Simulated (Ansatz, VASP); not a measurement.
One calculation of CdS, two programs

```
Cd S
1.0
     0.00000    2.87708    2.87708
     2.87708    0.00000    2.87708
     2.87708    2.87708    0.00000
Cd S
1 1
Direct
  0.00000 0.00000 0.00000
  0.75000 0.75000 0.75000
```

Alike in both runs: task single point; functional revPBE; dispersion D3(BJ); k mesh 8 × 8 × 8; occupations fermi-dirac, width 0.05 eV; no spin polarisation.

|  | VASP | Ansatz |
| --- | --- | --- |
| version | VASP 6.6.1 | Ansatz 0.2.0 |
| potentials or method | VASP PAW PBE potentials, release 64 (Cd, S) | Ansatz PAW |
| plane-wave cutoff (eV) | 520 | 420 |
| valence electrons in the cell | 18 | 26 |

|  | VASP | Ansatz | Ansatz less VASP |
| --- | --- | --- | --- |
| gap on the k mesh at the Fermi level (eV) | 1.37 | 1.37 | -0.006 |
| least direct gap on the mesh (eV) | 1.37 | 1.37 | -0.006 |
| pressure (GPa) | 3.1 | 2.7 | -0.42 |

VASP's potentials were made for PBE, not for revPBE. VASP's potentials hold 18 valence electrons a cell and Ansatz's 26, so a difference there can come from the potentials and not from the codes.
